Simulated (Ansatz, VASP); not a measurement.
One calculation of BN, two programs

```
CELL_PARAMETERS angstrom
2.56597 0.00000 0.00000
-1.28298 2.22219 0.00000
0.00000 0.00000 4.17744
ATOMIC_POSITIONS crystal
B 0.33333 0.66667 0.99976
B 0.66667 0.33333 0.49976
N 0.33333 0.66667 0.37424
N 0.66667 0.33333 0.87424
```

Change from the starting cell: strained cell.

Alike in both runs: task relaxation of the atoms; functional PBEsol; k mesh 9 × 9 × 6; occupations gaussian, width 0.02 eV; no spin polarisation.

```csv
,VASP,Ansatz
version,VASP 6.6.1,Ansatz 0.2.0
potentials or method,"VASP PAW PBE potentials, release 64 (B, N), cutoff 520 eV","scalar-relativistic, plane waves, PAW"
valence electrons in the cell,16,16
```

Ansatz gave:

```
gap on the k mesh at the Fermi level, each at its own relaxed structure (eV) : 5.06
```

Q: Estimate VASP's values.

A: gap on the k mesh at the Fermi level, each at its own relaxed structure (eV): 5.05.

VASP's potentials were made for PBE, not for PBEsol, and Ansatz warns of the same on its side. Ansatz's warnings: stress scf threshold loose.
